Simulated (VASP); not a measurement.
## AlRu: single point with PBEsol

AlRu:

```
CELL_PARAMETERS angstrom
3.06570 0.00000 0.00000
0.00000 3.06570 0.00000
0.00000 0.00000 3.06570
ATOMIC_POSITIONS crystal
Al 0.00000 0.00000 0.00000
Ru 0.50000 0.50000 0.50000
```

This cell differs from its parent crystal: strain +0.030 along x and y, +0.030 along z.

```json
{
  "Program": "VASP 6.6.1",
  "Task": "single point",
  "Functional": "PBEsol",
  "Potentials or basis": "VASP PAW PBE potentials, release 64 (Al, Ru_pv)",
  "Cutoff": "520 eV",
  "k mesh": "20 × 20 × 20",
  "Occupations": "gaussian, width 0.15 eV",
  "Spin": "no spin polarisation"
}
```

```
Pressure               : -16.0 GPa
Band gap on the k mesh : zero (an odd number of electrons rules out a gap without spin polarisation)
```

Levels at points of the mesh, in eV from the Fermi level:
```
           k point  band 5  band 6  band 7  band 8  band 9  band 10  band 11  band 12  band 13  band 14
(0.00, 0.00, 0.00)   -3.21   -3.21    0.17    0.17    0.17     5.73     5.73     5.73    10.57    10.57
(0.50, 0.00, 0.00)   -5.33   -2.49   -1.45   -1.45    0.39     2.02     7.48    10.62    10.62    11.86
(0.50, 0.50, 0.00)   -2.81   -1.31   -1.31   -1.03   -1.03     1.36     4.81     5.56    10.03    12.02
(0.50, 0.50, 0.50)   -4.23   -4.23    1.44    1.44    2.16     3.94     3.94     3.94     7.91     7.91
```

Run time: 59 s on 1 thread of Intel Xeon 8259CL, with other jobs on the host, peak memory 0.24 GiB.

Caveat: the cell differs from its parent crystal (strain +0.030 along x and y, +0.030 along z); the cell stands under tension; the PAW data sets were made with another functional, which shifts forces and pressure a little.
